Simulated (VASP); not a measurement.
Set up this calculation in VASP 6.6.1, as the native input.

```yaml
Task: single point
Functional: PBE
Potentials_or_basis: VASP PAW PBE potentials, release 64 (C)
Cutoff: 520 eV
k_mesh: 32 × 32 × 28
Occupations: gaussian, width 0.1 eV
Spin: no spin polarisation
Dipole_correction: no
Further_INCAR_settings: ALGO = Normal; EDIFF = 1e-07; NBANDS = 8
```

The structure of C lies in POSCAR:

```
C
1.0
    1.6843936199      0.0000000000      0.0000000000
    0.0000000000      1.6843936199      0.0000000000
    0.0000000000      0.0000000000      2.0493617929
C
1
Direct
    0.5000000000      0.5000000000      0.0000000000
```

The cell was built from a structure type or drawn by symmetry, and may not be a known phase.

These files were run (other wordings do the same):

INCAR

```
SYSTEM = C
  PREC = Accurate
  ENCUT = 520
  EDIFF = 1E-7
  ISMEAR = 0
  SIGMA = 0.1
  LREAL = .FALSE.
  LASPH = .TRUE.
  NELM = 60
  ALGO = Normal
  ISIF = 2
  LWAVE = .FALSE.
  LCHARG = .FALSE.
  GGA = PE
  NBANDS = 8
```

KPOINTS

```
Automatic mesh
0
G
  32 32 28
  0 0 0
```

Potentials or basis: VASP PAW PBE potentials, release 64 (C).

Run with:

```console
$ cat potpaw_PBE.64/C/POTCAR > POTCAR
$ mpirun -np 1 vasp_std > vasp.out
```

Results of the run:

```
Pressure               : 0.2 GPa
Band gap on the k mesh : zero (bands 2 and 3 overlap by 8.63 eV)
```

It took 100 s on 1 thread of Intel Xeon 8259CL, on a shared host, peak memory 0.19 GiB.
